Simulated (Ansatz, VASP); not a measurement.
## Two plane-wave programs on HfSiO4

INCAR

```
PREC = Accurate
ENCUT = 600
EDIFF = 1E-6
ISMEAR = -1
SIGMA = 0.05
LREAL = F
LASPH = T
NELM = 120
ALGO = Normal
ISIF = 2
LWAVE = F
LCHARG = T
GGA = PS
LELF = T
LVHAR = T
NBANDS = 50
GGA_COMPAT = F
```

File KPOINTS:

```
regular mesh
0
Gamma
  6 6 6
```

POSCAR

```
HfSiO4
1.0
   -3.3294950908      3.3294950908      3.0208360784
    3.3294950908     -3.3294950908      3.0208360784
    3.3294950908      3.3294950908     -3.0208360784
Hf Si O
2 2 8
Direct
    0.0000000000      0.0000000000      0.0000000000
    0.7500000000      0.2500000000      0.5000000000
    0.5000000000      0.5000000000      0.0000000000
    0.2500000000      0.7500000000      0.5000000000
    0.6802000000      0.4957000000      0.8155000000
    0.2457000000      0.9302000000      0.3155000000
    0.6802000000      0.8647000000      0.1845000000
    0.6147000000      0.9302000000      0.6845000000
    0.0698000000      0.3853000000      0.3155000000
    0.5043000000      0.3198000000      0.1845000000
    0.0698000000      0.7543000000      0.6845000000
    0.1353000000      0.3198000000      0.8155000000
```

The input input.yaml:

```yaml
crystal:
  lattice:
    - [-3.3294950908, 3.3294950908, 3.0208360784]
    - [3.3294950908, -3.3294950908, 3.0208360784]
    - [3.3294950908, 3.3294950908, -3.0208360784]
  atoms:
    - { symbol: Hf, position: [0.0, 0.0, 0.0] }
    - { symbol: Hf, position: [0.75, 0.25, 0.5] }
    - { symbol: Si, position: [0.5, 0.5, 0.0] }
    - { symbol: Si, position: [0.25, 0.75, 0.5] }
    - { symbol: O, position: [0.6802, 0.4957, 0.8155] }
    - { symbol: O, position: [0.2457, 0.9302, 0.3155] }
    - { symbol: O, position: [0.6802, 0.8647, 0.1845] }
    - { symbol: O, position: [0.6147, 0.9302, 0.6845] }
    - { symbol: O, position: [0.0698, 0.3853, 0.3155] }
    - { symbol: O, position: [0.5043, 0.3198, 0.1845] }
    - { symbol: O, position: [0.0698, 0.7543, 0.6845] }
    - { symbol: O, position: [0.1353, 0.3198, 0.8155] }
hamiltonian:
  xc: pbesol
  pseudopotentials: { kind: paw }
kpoints:
  mp_grid: { grid: [6, 6, 6] }
scf:
  occupations: { method: fermi_dirac, width: 0.05 }
output:
  forces: true
  stress: true
  eigenvalues: true
  write_density: true
  write_potential: true
  elf: true
  volumetric_format: npy
```

Alike in both runs: task single point; functional PBEsol; k mesh 6 × 6 × 6; occupations fermi-dirac, width 0.05 eV; no spin polarisation.

|  | VASP | Ansatz |
| --- | --- | --- |
| version | VASP 6.6.1 | Ansatz 0.2.0 |
| potentials or method | VASP PAW PBE potentials, release 64 (Hf_pv, Si, O) | Ansatz PAW |
| plane-wave cutoff (eV) | 600 | 420 |
| valence electrons in the cell | 76 | 108 |

```tsv
	VASP	Ansatz	Ansatz less VASP
gap on the k mesh at the Fermi level (eV)	5.13	5.18	+0.049
least direct gap on the mesh (eV)	5.47	5.51	+0.045
pressure (GPa)	-9.2	-7.8	+1.46
traceless stress, the component that is largest in VASP (GPa)	-0.59	-0.89	-0.304
rms of the force components (eV/Å)	0.166	0.079	-0.0877
```

VASP's potentials were made for PBE, not for PBEsol. Atom by atom the forces differ by 0.101 eV/Å (rms over components). The functional is the same, so the differences come from potentials, cutoffs and numerics. VASP's potentials hold 76 valence electrons a cell and Ansatz's 108, so a difference there can come from the potentials and not from the codes.

Spin-orbit coupling is off throughout.
